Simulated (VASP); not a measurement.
# Ag7B16 (a cell with a defect) in VASP: a series of runs

The runs below take Ag7B16 (a cell with a defect) through single point, with PBE.

All numbers are computed with VASP 6.6.1; they aren't measurements. Logs are shortened: lines on timing, memory, paths and dates and some standing lists are left out, and cuts for length are marked.

**1. The cell of the first run**

The cell holds a defect, 23 atoms: a = 6.026 Å, b = 6.026 Å, c = 6.508 Å, α = 90.00°, β = 90.00°, γ = 120.00°.

**2. Single point, PBE**

INCAR reads:

```
SYSTEM = Ag7B16
PREC = Accurate
ENCUT = 520
EDIFF = 1E-6
ISMEAR = 1
SIGMA = 0.15
LREAL = Auto
LASPH = .True.
NELM = 60
ALGO = Normal
ISIF = 2
LWAVE = .False.
LCHARG = .False.
GGA = PE
NBANDS = 80
```

KPOINTS reads:

```
Automatic mesh
0
Gamma
  3 3 2
  0 0 0
```

POSCAR reads:

```
Ag7B16
1.0
    6.0260560000      0.0000000000      0.0000000000
   -3.0130280000      5.2187260000      0.0000000000
    0.0000000000      0.0000000000      6.5081400000
B Ag
16 7
Direct
    0.1622765720      0.3373124015      0.2510648204
    0.3349890104      0.1611559986      0.2576539534
    0.1622760999      0.3373127848      0.7493102484
    0.3349873184      0.1611542741      0.7427197325
    0.1696605198      0.8323357080      0.2739054476
    0.3327535650      0.6691801792      0.2739457049
    0.1696588911      0.8323324505      0.7264696211
    0.3327527917      0.6691773050      0.7264290565
    0.6534771908      0.3342750702      0.2344357989
    0.8346223011      0.1530110989      0.2344480912
    0.6534737316      0.3342754534      0.7659378870
    0.8346230213      0.1530082246      0.7659260557
    0.6616146856      0.8346033112      0.2577968513
    0.8376998582      0.6618774391      0.2511319670
    0.6616137907      0.8345998621      0.7425774492
    0.8376993466      0.6618747564      0.7492435627
    0.0230425362     -0.0040810727      0.0001891477
    0.0006795762     -0.0172676243      0.5001868429
    0.0097488888      0.5094245224      0.0001842308
   -0.1160378014      0.3835277039      0.5001899160
    0.5003097174     -0.0001774379      0.0001868429
    0.4963357462      0.5226499724      0.0001863820
    0.4829375801      0.4998350172      0.5001876112
```

Potentials or basis: VASP PAW PBE potentials, release 64 (B, Ag).

Launch:

```sh
cat potpaw_PBE.64/B/POTCAR potpaw_PBE.64/Ag/POTCAR > POTCAR
mpirun -np 1 vasp_std > vasp.out
```

OUTCAR:

```text
SYSTEM = Ag7B16
   PREC = Accurate
   ENCUT = 520
   EDIFF = 1E-6
   ISMEAR = 1
   LREAL = Auto
   LASPH = .True.
   NELM = 60
   ISIF = 2
   GGA = PE

 ion  position               nearest neighbor table
   1  0.162  0.337  0.251-  10 1.72   6 1.74   2 1.82  23 2.33  19 2.35  22 2.39  17 2.42  20 2.45
                            18 2.46
   2  0.335  0.161  0.258-   9 1.67   5 1.72   1 1.82  17 2.34  18 2.35  23 2.37  21 2.39  22 2.53

   3  0.162  0.337  0.749-  12 1.72   8 1.74   4 1.82  23 2.33  19 2.35  22 2.39  17 2.42  20 2.45
                            18 2.46
   4  0.335  0.161  0.743-  11 1.67   7 1.72   3 1.82  17 2.34  18 2.35  23 2.37  21 2.39  22 2.53
[... 25 lines left out ...]
  17  0.023  0.996  0.000-   2 2.34   4 2.34  10 2.36  12 2.36  14 2.39  16 2.39   5 2.41   7 2.41
                             1 2.42   3 2.42  13 2.53  15 2.53  21 2.86  19 2.89  22 3.03  22 3.03
  18  0.001  0.983  0.500-   5 2.22   7 2.22  14 2.33  16 2.33   4 2.35   2 2.35  13 2.37  15 2.37
                             1 2.46   3 2.46  12 2.46  10 2.46  20 2.83  23 3.02  23 3.02  17 3.26
  19  0.010  0.509  0.000-  16 2.35  14 2.35   3 2.35   1 2.35  11 2.40   9 2.40  12 2.41  10 2.41
                             7 2.45   5 2.45   8 2.45   6 2.45  17 2.89  22 2.89  21 2.96  21 3.07
  20  0.884  0.384  0.500-  12 2.14  10 2.14  11 2.14   9 2.14  16 2.45   3 2.45  14 2.45   1 2.45
                             8 2.79   6 2.79   7 2.79   5 2.79  23 2.83  18 2.83  23 3.32  18 3.32
  21  0.500  1.000  0.000-  10 2.32  12 2.32   9 2.32  11 2.32   4 2.39   2 2.39  13 2.39  15 2.39
                             7 2.48   5 2.48   6 2.48   8 2.48  22 2.86  17 2.86  19 2.96  19 3.07
  22  0.496  0.523  0.000-  15 2.34  13 2.34  11 2.36   9 2.36   3 2.39   1 2.39   8 2.41   6 2.41
                            16 2.42  14 2.42   2 2.53   4 2.53  21 2.86  19 2.89  17 3.03  17 3.03
  23  0.483  0.500  0.500-   8 2.23   6 2.23   1 2.33   3 2.33  15 2.35  13 2.35   4 2.37   2 2.37
                            16 2.46  14 2.46  11 2.46   9 2.46  20 2.83  18 3.02  18 3.02  22 3.26

  LATTYP: Found a hexagonal cell.
 ALAT       =     6.0260560000
 C/A-ratio  =     1.0799999203

  Lattice vectors:

 A1 = (   6.0260560000,   0.0000000000,   0.0000000000)
 A2 = (  -3.0130280000,   5.2187260000,   0.0000000000)
 A3 = (   0.0000000000,   0.0000000000,   6.5081400000)

Analysis of symmetry for initial positions (statically):
=====================================================================
 Subroutine PRICEL returns:
 Original cell was already a primitive cell.

 Routine SETGRP: Setting up the symmetry group for a
 hexagonal supercell.

 Subroutine GETGRP returns: Found  2 space group operations
 (whereof  1 operations were pure point group operations)
 out of a pool of 24 trial point group operations.

The static configuration has the point symmetry C_1 .
 The point group associated with its full space group is C_1h.

Analysis of symmetry for dynamics (positions and initial velocities):
=====================================================================
 Subroutine PRICEL returns:
 Original cell was already a primitive cell.

 Routine SETGRP: Setting up the symmetry group for a
 hexagonal supercell.

 Subroutine GETGRP returns: Found  2 space group operations
 (whereof  1 operations were pure point group operations)
 out of a pool of 24 trial point group operations.

The dynamic configuration has the point symmetry C_1 .
 The point group associated with its full space group is C_1h.

 Subroutine INISYM returns: Found  2 space group operations
 (whereof  1 operations are pure point group operations),
 and found     1 'primitive' translations

----------------------------------------------------------------------------------------

                                     Primitive cell

  volume of cell :     204.6702

  direct lattice vectors                    reciprocal lattice vectors
     6.026056000  0.000000000  0.000000000     0.165946018  0.095808824  0.000000000
    -3.013028000  5.218726000  0.000000000     0.000000000  0.191617648  0.000000000
     0.000000000  0.000000000  6.508140000     0.000000000  0.000000000  0.153653732

  length of vectors
     6.026056000  6.026063291  6.508140000     0.191617880  0.191617648  0.153653732

  position of ions in fractional coordinates (direct lattice)
     0.162276572  0.337312402  0.251064820
     0.334989010  0.161155999  0.257653953
     0.162276100  0.337312785  0.749310248
     0.334987318  0.161154274  0.742719732
     0.169660520  0.832335708  0.273905448
     0.332753565  0.669180179  0.273945705
[... 15 lines left out ...]
     0.496335746  0.522649972  0.000186382
     0.482937580  0.499835017  0.500187611

  ion indices of the primitive-cell ions
   primitive index   ion index
                 1           1
                 2           2
                 3           3
                 4           4
                 5           5
                 6           6
[... 15 lines left out ...]
                22          22
                23          23

----------------------------------------------------------------------------------------

 KPOINTS: Automatic mesh

Automatic generation of k-mesh.
 Grid dimensions read from file:
 generate k-points for:    3    3    2

 Generating k-lattice:

  Cartesian coordinates                     Fractional coordinates (reciprocal lattice)
     0.055315339  0.031936275  0.000000000     0.333333333  0.000000000  0.000000000
     0.000000000  0.063872549  0.000000000     0.000000000  0.333333333  0.000000000
     0.000000000  0.000000000  0.076826866     0.000000000  0.000000000  0.500000000

  Length of vectors
     0.063872627  0.063872549  0.076826866

  Shift w.r.t. Gamma in fractional coordinates (k-lattice)
     0.000000000  0.000000000  0.000000000

 Subroutine IBZKPT returns following result:
 ===========================================

 Found     10 irreducible k-points:

 Following reciprocal coordinates:
            Coordinates               Weight
  0.000000  0.000000  0.000000      1.000000
  0.333333  0.000000  0.000000      2.000000
  0.000000  0.333333  0.000000      2.000000
 -0.333333  0.333333  0.000000      2.000000
  0.333333  0.333333  0.000000      2.000000
  0.000000  0.000000  0.500000      1.000000
  0.333333  0.000000  0.500000      2.000000
  0.000000  0.333333  0.500000      2.000000
 -0.333333  0.333333  0.500000      2.000000
  0.333333  0.333333  0.500000      2.000000
   k-points           NKPTS =     10   k-points in BZ     NKDIM =     10   number of bands    NBANDS=     80
   number of dos      NEDOS =    301   number of ions     NIONS =     23
   total plane-waves  NPLWV = 110592
   dimension x,y,z NGX =    48 NGY =   48 NGZ =   48
   dimension x,y,z NGXF=    96 NGYF=   96 NGZF=   96
   ions per type =              16   7
   NGX,Y,Z   is equivalent  to a cutoff of  13.24, 13.24, 12.26 a.u.
   NGXF,Y,Z  is equivalent  to a cutoff of  26.48, 26.48, 24.52 a.u.
 SYSTEM =  Ag7B16
   PREC   = accura    normal or accurate (medium, high low for compatibility)
   ISTART =      0    job   : 0-new  1-cont  2-samecut
   ICHARG =      2    charge: 1-file 2-atom 10-const
   ISPIN  =      1    spin polarized calculation?
   LNONCOLLINEAR =      F non collinear calculations
   LSORBIT =      F    spin-orbit coupling
   LASPH  =      T    aspherical Exc in radial PAW
   ENCUT  =  520.0 eV  38.22 Ry    6.18 a.u.  11.20 11.20 12.10*2*pi/ulx,y,z
   NELM   =     60;   NELMIN=  2; NELMDL= -5     # of ELM steps
   EDIFF  = 0.1E-05   stopping-criterion for ELM
   LREAL  =      T    real-space projection
   EDIFFG = 0.1E-04   stopping-criterion for IOM
   NSW    =      0    number of steps for IOM
   IBRION =     -1    ionic relax: 0-MD 1-quasi-New 2-CG
   NFREE  =      0    steps in history (QN), initial steepest desc. (CG)
   ISIF   =      2    stress and relaxation
   ISYM   =      2    0-nonsym 1-usesym 2-fastsym
   POTIM  = 0.5000    time-step for ionic-motion
   TEBEG  =    0.0;   TEEND  =   0.0 temperature during run
   PSTRESS=    0.0 pullay stress
   NELECT =     125.0000    total number of electrons
   NUPDOWN=      -1.0000    fix difference up-down
   EMIN   =  10.00;   EMAX   =-10.00  energy-range for DOS
   EFERMI =   0.00;   METHOD = LEGACY
   ISMEAR =     1;   SIGMA  =   0.15  broadening in eV -4-tet -1-fermi 0-gaus
   EFERMI_NEDOS =   21; number of points for ismear=-14 and -15
   IALGO  =     38    algorithm
   IMIX   =      4    mixing-type and parameters
     AMIX     =   0.40;   BMIX     =  1.00
     AMIX_MAG =   1.60;   BMIX_MAG =  1.00
  volume/ion in A,a.u.               =       8.90        60.05
  Fermi-wavevector in a.u.,A,eV,Ry     =   1.388971  2.624775 26.248927  1.929242
  Thomas-Fermi vector in A             =   2.513047
   LORBIT       =      0    0 simple, 1 ext, 2 COOP (PROOUT), +10 PAW based schemes
   GGA     = PE    functional components
   LHFCALC =     F    Hartree Fock is set to
   AEXX    =    0.0000 exact exchange contribution
   IVDW    =     0    specifies the selected vdW correction
   LEPSILON=     F    determine dielectric tensor
   LRPA    =     F    only Hartree local field effects (RPA)
 non-spin polarized calculation
 Methfessel and Paxton  Order N= 1 SIGMA  =   0.15
  energy-cutoff  :      520.00
  volume of cell :      204.67
 maximum number of plane-waves:      5521
 NGX is ok and might be reduce to    48
   NGX = 23   NGY = 23   NGZ = 25

 number of electron     124.9999983 magnetization

 Free energy of the ion-electron system (eV)
  ---------------------------------------------------
  ext. energy  EPLUGINS =         0.00000000
  ---------------------------------------------------
  free energy    TOTEN  =      -106.30761932 eV

  energy without entropy =     -106.32751586  energy(sigma->0) =     -106.31425150

 E-fermi :   9.4011     XC(G=0): -12.7500

 val. band max:        9.3081838980   @ k =   0.3333   0.3333   0.0000
 cond. band min:       9.4350149752   @ k =  -0.3333   0.3333   0.0000
 fundamental gap:      0.1268310773
 Fermi energy:         9.4010902046

 k-point     1 :       0.0000    0.0000    0.0000
  band No.  band energies     occupation
      1      -4.5479      2.00000
      2      -2.4852      2.00000
      3      -1.3484      2.00000
      4      -1.0235      2.00000
      5      -0.9149      2.00000
      6      -0.8351      2.00000
[... 759 lines left out ...]
     73      14.9324      0.00000
     74      15.2309      0.00000
 [bands above 74 left out]

------------------------ aborting loop because EDIFF is reached ----------------------------------------

  FORCE on cell =-STRESS in cart. coord.  units (eV):
  Direction    XX          YY          ZZ          XY          YZ          ZX
  --------------------------------------------------------------------------------------
  -------------------------------------------------------------------------------------
  Total       36.4965456     38.1868991     71.0736378      1.4439139      0.0000000      0.0000000
  in kB      285.6983926    298.9306390    556.3711238     11.3030941      0.0000000      0.0000000
  external PRESSURE =     380.3333851 kB  Pullay stress =       0.0000000 kB

 VOLUME and BASIS-vectors are now :
 -----------------------------------------------------------------------------
  energy-cutoff  :      520.00
  volume of cell :      204.67
      direct lattice vectors                 reciprocal lattice vectors
     6.026056000  0.000000000  0.000000000     0.165946018  0.095808824  0.000000000
    -3.013028000  5.218726000  0.000000000     0.000000000  0.191617648  0.000000000
     0.000000000  0.000000000  6.508140000     0.000000000  0.000000000  0.153653732

 POSITION                                       TOTAL-FORCE (eV/Angst)
 -----------------------------------------------------------------------------------
     -0.03844      1.76034      1.63397         0.003266     -0.080347     -0.020894
      1.53309      0.84103      1.67685        -0.051841     -0.009124      0.033755
     -0.03845      1.76034      4.87662         0.003266     -0.080347      0.020894
      1.53309      0.84102      4.83372        -0.051841     -0.009124     -0.033755
     -1.48547      4.34373      1.78261         0.000293     -0.037563     -0.025247
     -0.01107      3.49227      1.78288        -0.032643     -0.016903     -0.025068
[... 15 lines left out ...]
      1.41619      2.72757      0.00121         0.071254     -0.002483      0.000000
      1.40419      2.60850      3.25529        -0.057016     -0.119581      0.000000
 -----------------------------------------------------------------------------------
    total drift:                               -0.001100      0.002174      0.033413

  FREE ENERGIE OF THE ION-ELECTRON SYSTEM (eV)
  ---------------------------------------------------
  free  energy   TOTEN  =      -106.3076193206 eV

  energy  without entropy=     -106.3275158604  energy(sigma->0) =     -106.31425150
```

It took 5.1 min on 1 thread of Intel Xeon Platinum 8488C (Sapphire Rapids), shared host; peak memory 0.38 GiB.

Results:

* Free energy: -106.3076 eV
* Pressure: 38.0 GPa
* Largest force: 1.138 eV/Å
* Band gap on the k mesh: zero (an odd number of electrons rules out a gap without spin polarisation)

Forces on the atoms (eV/Å):
```
B    0.003 -0.080 -0.021
B   -0.052 -0.009  0.034
B    0.003 -0.080  0.021
B   -0.052 -0.009 -0.034
B    0.000 -0.038 -0.025
B   -0.033 -0.017 -0.025
B    0.000 -0.038  0.025
B   -0.033 -0.017  0.025
B    0.106 -0.178  0.113
B   -0.205  0.007  0.113
B    0.106 -0.178 -0.113
B   -0.205  0.007 -0.113
B    0.020 -0.056  0.034
B   -0.070 -0.034 -0.019
B    0.020 -0.056 -0.034
B   -0.070 -0.034  0.019
Ag  -0.042  0.060  0.000
Ag  -0.083 -0.112  0.000
Ag   0.000 -0.003  0.000
Ag   0.569  0.985  0.000
Ag   0.000  0.002  0.000
Ag   0.071 -0.002  0.000
Ag  -0.057 -0.120  0.000
```

Levels at points of the mesh, in eV from the Fermi level:
| k point | band 58 | band 59 | band 60 | band 61 | band 62 | band 63 | band 64 | band 65 | band 66 | band 67 |
| --- | --- | --- | --- | --- | --- | --- | --- | --- | --- | --- |
| (0.00, 0.00, 0.00) | -0.48 | -0.40 | 0.21 | 0.24 | 0.25 | 0.54 | 0.60 | 0.74 | 1.28 | 1.49 |
| (0.00, 0.00, 0.50) | -0.24 | -0.21 | 0.16 | 0.46 | 0.69 | 0.79 | 0.82 | 0.96 | 1.12 | 1.20 |

Caveat: the k points lie up to 0.48 Å⁻¹ apart, too coarse for converged energies and pressures of a metal.

[end of part 1 of 2]
